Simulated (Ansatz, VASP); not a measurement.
ReB in VASP and in Ansatz

```xyz
2
Lattice="2.5333 0.0000 0.0000 0.0000 2.5333 0.0000 0.0000 0.0000 4.2987" Properties=species:S:1:pos:R:3 pbc="T T T"
Re    0.0000    0.0000    2.1493
B     0.0000    0.0000    0.0000
```

Alike in both runs: functional PBE; k mesh 8 × 8 × 4; occupations gaussian, width 0.1 eV; no spin polarisation.

Ansatz relaxed the structure, and its values are those at the end. VASP's run is a single point on that final structure, the one shown.

|  | VASP | Ansatz |
| --- | --- | --- |
| version | VASP 6.6.1 | Ansatz 0.2.0 |
| potentials or method | VASP PAW PBE potentials, release 64 (Re, B), cutoff 520 eV | scalar-relativistic, plane waves, PAW |
| valence electrons in the cell | 10 | 18 |

Ansatz gave:

```
gap on the k mesh at the Fermi level (eV) : none
pressure (GPa)                            : -0.1
```

Task: What did VASP give for the same quantities?

Result: gap on the k mesh at the Fermi level (eV): none; pressure (GPa): -0.3.

A gap of «none» marks a metal or a gap that the smearing closes. VASP's potentials hold 10 valence electrons a cell and Ansatz's 18, so a difference there can come from the potentials and not from the codes.

The k mesh is coarse, so the values compare programs but aren't converged. Neither program's run includes spin-orbit coupling.
